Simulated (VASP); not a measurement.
WC, 2 atoms in the cell. It takes space group C2 (No. 5, monoclinic). The conventional cell has a = 2.901 Å, b = 5.024 Å, c = 2.829 Å, α = 90.00°, β = 92.15°, γ = 90.00°. Within 3.0 Å of W (site symmetry 2) lie 6 C at 2.16 to 2.23 Å and 8 W at 2.83 to 2.90 Å. Within 3.0 Å of C (site symmetry 2) lie 6 W at 2.16 to 2.23 Å and 8 C at 2.83 to 2.90 Å.  This cell differs from its parent crystal: strain +0.0375 x Voigt [0, 0, 0, 0, 1, 0].

```yaml
Program: VASP 6.6.1
Task: single point
Functional: r2SCAN
Potentials_or_basis: VASP PAW PBE potentials, release 64 (W_sv, C)
Cutoff: 520 eV
k_mesh: 18 × 18 × 16
Occupations: gaussian, width 0.15 eV
Spin: no spin polarisation
Dipole_correction: no
Further_INCAR_settings: ALGO = Normal; EDIFF = 1e-06; NBANDS = 16
```

Potentials or basis: VASP PAW PBE potentials, release 64 (W_sv, C).

Command:

```bash
$ cat potpaw_PBE.64/W_sv/POTCAR potpaw_PBE.64/C/POTCAR > POTCAR
$ cp INCAR.step1 INCAR
$ mpirun -np 1 vasp_std > vasp.out
$ cp INCAR.step2 INCAR
$ mpirun -np 1 vasp_std > vasp.out
```

Hardware: 1 thread of Intel(R) Xeon(R) 6975P-C (Granite Rapids), on a shared host.

How long does it take, and how much memory?

Run time: 7.2 min on 1 thread of Intel(R) Xeon(R) 6975P-C (Granite Rapids) (shared host), peak memory 0.52 GiB. Counts: k points 1379.
